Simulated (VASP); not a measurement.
# B (I4_1/amd) in VASP: a series of runs

Runs on B. Level: r2SCAN. Tasks: single point.

Program: VASP 6.6.1. These are calculated values, not measurements. Logs are shortened: lines on timing, memory, paths and dates and some standing lists are left out, and cuts for length are marked.

## 1. The cell of the first run

Symmetry: I4_1/amd, No. 141, tetragonal system. The conventional cell has a = 3.746 Å, b = 3.746 Å, c = 2.043 Å, α = 90.00°, β = 90.00°, γ = 90.00°. B (site symmetry -4m2) has 10 B at 1.94 to 2.42 Å within 2.6 Å.

## 2. Single point, r2SCAN

Contents of POSCAR:

```
B
1.0
   -1.8728847213      1.8728847213      1.0216931879
    1.8728847213     -1.8728847213      1.0216931879
    1.8728847213      1.8728847213     -1.0216931879
B
2
Direct
    0.0000000000      0.0000000000      0.0000000000
    0.7500000000      0.2500000000      0.5000000000
```

Contents of INCAR.step1:

```
PREC = Accurate ; ENCUT = 520
ISMEAR = 0 ; SIGMA = 0.1
LREAL = False ; LASPH = True
NELM = 60 ; NBANDS = 10
GGA = PE ; ALGO = Normal
EDIFF = 1E-4 ; LWAVE = True
LCHARG = False
```

Contents of INCAR.step2:

```
PREC = Accurate ; ENCUT = 520
EDIFF = 1E-7 ; ISMEAR = 0
SIGMA = 0.1 ; LREAL = False
LASPH = True ; NELM = 60
ALGO = Normal ; ISIF = 2
LWAVE = False ; LCHARG = False
METAGGA = R2SCAN ; LMIXTAU = True
NBANDS = 10 ; ISTART = 1
```

Contents of KPOINTS:

```
regular mesh
0
Gamma
  10 10 10
```

Potentials or basis: VASP PAW PBE potentials, release 64 (B).

The run is started by

```console
cat potpaw_PBE.64/B/POTCAR > POTCAR
cp INCAR.step1 INCAR
mpirun -np 1 vasp_std > vasp.out
cp INCAR.step2 INCAR
mpirun -np 1 vasp_std > vasp.out
```

OUTCAR:

```text
PREC = Accurate
   ENCUT = 520
   EDIFF = 1E-7
   ISMEAR = 0
   LREAL = False
   LASPH = True
   NELM = 60
   ISIF = 2
   METAGGA = R2SCAN
   ISTART = 1

 ion  position               nearest neighbor table
   1  0.000  0.000  0.000-   2 1.94   2 1.94   2 1.94   2 1.94
   2  0.750  0.250  0.500-   1 1.94   1 1.94   1 1.94   1 1.94

  LATTYP: Found a body centered tetragonal cell.
 ALAT       =     3.7457694426
 C/A-ratio  =     0.5455184595

  Lattice vectors:

 A1 = (  -1.8728847213,   1.8728847213,   1.0216931879)
 A2 = (   1.8728847213,  -1.8728847213,   1.0216931879)
 A3 = (   1.8728847213,   1.8728847213,  -1.0216931879)

Analysis of symmetry for initial positions (statically):
=====================================================================
 Subroutine PRICEL returns:
 Original cell was already a primitive cell.

 Routine SETGRP: Setting up the symmetry group for a
 body centered tetragonal supercell.

 Subroutine GETGRP returns: Found 16 space group operations
 (whereof  8 operations were pure point group operations)
 out of a pool of 16 trial point group operations.

The static configuration has the point symmetry D_2d.
 The point group associated with its full space group is D_4h.

Analysis of symmetry for dynamics (positions and initial velocities):
=====================================================================
 Subroutine PRICEL returns:
 Original cell was already a primitive cell.

 Routine SETGRP: Setting up the symmetry group for a
 body centered tetragonal supercell.

 Subroutine GETGRP returns: Found 16 space group operations
 (whereof  8 operations were pure point group operations)
 out of a pool of 16 trial point group operations.

The dynamic configuration has the point symmetry D_2d.
 The point group associated with its full space group is D_4h.

 Subroutine INISYM returns: Found 16 space group operations
 (whereof  8 operations are pure point group operations),
 and found     1 'primitive' translations

----------------------------------------------------------------------------------------

                                     Primitive cell

  volume of cell :      14.3352

  direct lattice vectors                    reciprocal lattice vectors
    -1.872884721  1.872884721  1.021693188     0.000000000  0.266967846  0.489383707
     1.872884721 -1.872884721  1.021693188     0.266967846  0.000000000  0.489383707
     1.872884721  1.872884721 -1.021693188     0.266967846  0.266967846  0.000000000

[... 84 lines left out ...]
   LREAL  =      F    real-space projection
   EDIFFG = 0.1E-05   stopping-criterion for IOM
   NSW    =      0    number of steps for IOM
   IBRION =     -1    ionic relax: 0-MD 1-quasi-New 2-CG
   NFREE  =      0    steps in history (QN), initial steepest desc. (CG)
   ISIF   =      2    stress and relaxation
   ISYM   =      2    0-nonsym 1-usesym 2-fastsym
   POTIM  = 0.5000    time-step for ionic-motion
   TEBEG  =    0.0;   TEEND  =   0.0 temperature during run
   PSTRESS=    0.0 pullay stress
   NELECT =       6.0000    total number of electrons
   NUPDOWN=      -1.0000    fix difference up-down
   EMIN   =  10.00;   EMAX   =-10.00  energy-range for DOS
   EFERMI =   0.00;   METHOD = LEGACY
   ISMEAR =     0;   SIGMA  =   0.10  broadening in eV -4-tet -1-fermi 0-gaus
   EFERMI_NEDOS =   21; number of points for ismear=-14 and -15
   IALGO  =     38    algorithm
   IMIX   =      4    mixing-type and parameters
     AMIX     =   0.40;   BMIX     =  1.00
     AMIX_MAG =   1.60;   BMIX_MAG =  1.00
  volume/ion in A,a.u.               =       7.17        48.37
  Fermi-wavevector in a.u.,A,eV,Ry     =   1.224591  2.314141 20.403610  1.499623
  Thomas-Fermi vector in A             =   2.359660
   LORBIT       =      0    0 simple, 1 ext, 2 COOP (PROOUT), +10 PAW based schemes
   METAGGA = R2SCAN    functional components
   LHFCALC =     F    Hartree Fock is set to
   AEXX    =    0.0000 exact exchange contribution
   IVDW    =     0    specifies the selected vdW correction
   LEPSILON=     F    determine dielectric tensor
   LRPA    =     F    only Hartree local field effects (RPA)
 non-spin polarized calculation
 Gauss-broadening in eV      SIGMA  =   0.10
  energy-cutoff  :      520.00
  volume of cell :       14.34
 maximum number of plane-waves:       399
 NGX is ok and might be reduce to    24
   NGX = 11   NGY = 11   NGZ = 11

 number of electron       6.0000000 magnetization

 Free energy of the ion-electron system (eV)
  ---------------------------------------------------
  ext. energy  EPLUGINS =         0.00000000
  ---------------------------------------------------
  free energy    TOTEN  =       -11.62018580 eV

  energy without entropy =      -11.61655205  energy(sigma->0) =      -11.61836892

 E-fermi :   6.8134     XC(G=0): -13.0617

 val. band max:        6.8133619447   @ k =  -0.1000  -0.3000   0.1000
 cond. band min:       6.8142398052   @ k =  -0.1000  -0.4000   0.1000
 fundamental gap:      0.0008778605
 Fermi energy:         6.8134325918

 k-point     1 :       0.0000    0.0000    0.0000
  band No.  band energies     occupation
      1      -9.7433      2.00000
      2       5.4122      2.00000
      3       5.4122      2.00000
      4      12.0520      0.00000
      5      15.9402      0.00000
      6      21.1534      0.00000
      7      21.1534      0.00000
      8      21.7549      0.00000
      9      21.8573      0.00000
     10      33.0422      0.00000
[... 287 lines left out ...]
 k-point    24 :       0.4000    0.3000   -0.0000
  band No.  band energies     occupation
      1      -2.7899      2.00000
      2      -0.9853      2.00000
      3       7.6789      0.00000
      4       8.4633      0.00000
      5      10.6869      0.00000
      6      16.4532      0.00000
      7      19.4663      0.00000
      8      21.2900      0.00000
      9      28.6775      0.00000
     10      31.1816      0.00000

 [... further k-points ...]
[... 5 lines left out ...]
  --------------------------------------------------------------------------------------
  -------------------------------------------------------------------------------------
  Total       -0.1781319     -0.1781319     -2.6953571      0.0000000      0.0000000      0.0000000
  in kB      -19.9090133    -19.9090133   -301.2481013      0.0000000      0.0000000      0.0000000
  external PRESSURE =    -113.6887093 kB  Pullay stress =       0.0000000 kB

 VOLUME and BASIS-vectors are now :
 -----------------------------------------------------------------------------
  energy-cutoff  :      520.00
  volume of cell :       14.34
      direct lattice vectors                 reciprocal lattice vectors
    -1.872884721  1.872884721  1.021693188     0.000000000  0.266967846  0.489383707
     1.872884721 -1.872884721  1.021693188     0.266967846  0.000000000  0.489383707
     1.872884721  1.872884721 -1.021693188     0.266967846  0.266967846  0.000000000

 POSITION                                       TOTAL-FORCE (eV/Angst)
 -----------------------------------------------------------------------------------
      0.00000      0.00000      0.00000         0.000000     -0.000000     -0.000000
      0.00000      1.87288      0.51085        -0.000000      0.000000      0.000000
 -----------------------------------------------------------------------------------
    total drift:                                0.000000      0.000000      0.000000

  FREE ENERGIE OF THE ION-ELECTRON SYSTEM (eV)
  ---------------------------------------------------
  free  energy   TOTEN  =       -11.6201858007 eV

  energy  without entropy=      -11.6165520456  energy(sigma->0) =      -11.61836892
```

Run time: 25 s. Hardware: 1 thread of Intel Xeon 6975P-C (Granite Rapids), shared host; peak memory 0.14 GiB.

Results:

```
Free energy            : -11.6202 eV
Pressure               : -11.4 GPa
Band gap on the k mesh : zero (band 3 reaches 10.77 eV, above the bottom of band 4 at 0.55 eV)
```

Caveat: the PAW data sets were made with another functional, which shifts forces and pressure a little.

## 3. Single point, r2SCAN

This run uses another cell than the first one, of 8.20 Å³/atom, 1.144 times its volume.

Contents of POSCAR:

```
B
1.0
   -2.2731677672      2.2731677672      0.7937681852
    2.2731677672     -2.2731677672      0.7937681852
    2.2731677672      2.2731677672     -0.7937681852
B
2
Direct
    0.0000000000      0.0000000000      0.0000000000
    0.7500000000      0.2500000000      0.5000000000
```

Contents of INCAR.step1:

```
SYSTEM = B
PREC = Accurate
ENCUT = 520
ISMEAR = 0
SIGMA = 0.1
LREAL = .FALSE.
LASPH = .TRUE.
NELM = 80
NBANDS = 10
GGA = PE
ALGO = Normal
EDIFF = 1E-4
LWAVE = .TRUE.
LCHARG = .FALSE.
```

Contents of INCAR.step2:

```
SYSTEM = B
PREC = Accurate
ENCUT = 520
EDIFF = 1E-7
ISMEAR = 0
SIGMA = 0.1
LREAL = .FALSE.
LASPH = .TRUE.
NELM = 80
ALGO = Normal
ISIF = 2
LWAVE = .FALSE.
LCHARG = .TRUE.
METAGGA = R2SCAN
LMIXTAU = .TRUE.
LELF = .TRUE.
LVHAR = .TRUE.
NBANDS = 10
ISTART = 1
```

Contents of KPOINTS:

```
regular mesh
0
G
  10 10 10
  0 0 0
```

Potentials or basis: VASP PAW PBE potentials, release 64 (B).

The run is started by

```console
cat potpaw_PBE.64/B/POTCAR > POTCAR
cp INCAR.step1 INCAR
mpirun -np 1 vasp_std > vasp.out
cp INCAR.step2 INCAR
mpirun -np 1 vasp_std > vasp.out
```

Run time: 52 s. Hardware: 1 thread of Intel Xeon 6975P-C (Granite Rapids), shared host; peak memory 0.16 GiB.

The run converged. Its results:

* Free energy: -12.7130 eV
* Pressure: 0.0 GPa
* Band gap on the k mesh: zero (band 3 reaches 10.29 eV, above the bottom of band 4 at -2.50 eV)

Stress tensor (GPa, compression positive):
```
 0.60  0.00  0.00
 0.00  0.60  0.00
 0.00  0.00 -1.12
```

Levels at points of the mesh, in eV from the Fermi level:
```tsv
k point	band 1	band 2	band 3	band 4	band 5	band 6	band 7	band 8
(0.00, 0.00, 0.00)	-15.54	-4.60	-4.60	-4.19	5.64	5.64	5.70	15.61
(0.50, 0.00, 0.00)	-5.73	-4.07	3.44	6.02	6.71	10.27	11.92	12.17
(0.50, 0.50, 0.00)	-12.42	-12.42	-1.18	-1.18	1.24	1.24	16.66	16.66
(0.50, 0.50, 0.50)	-10.02	-10.02	-8.26	-8.26	7.89	7.89	22.21	22.21
```

Caveat: the k points lie up to 0.42 Å⁻¹ apart; the PAW data sets were made with another functional, which shifts forces and pressure a little.
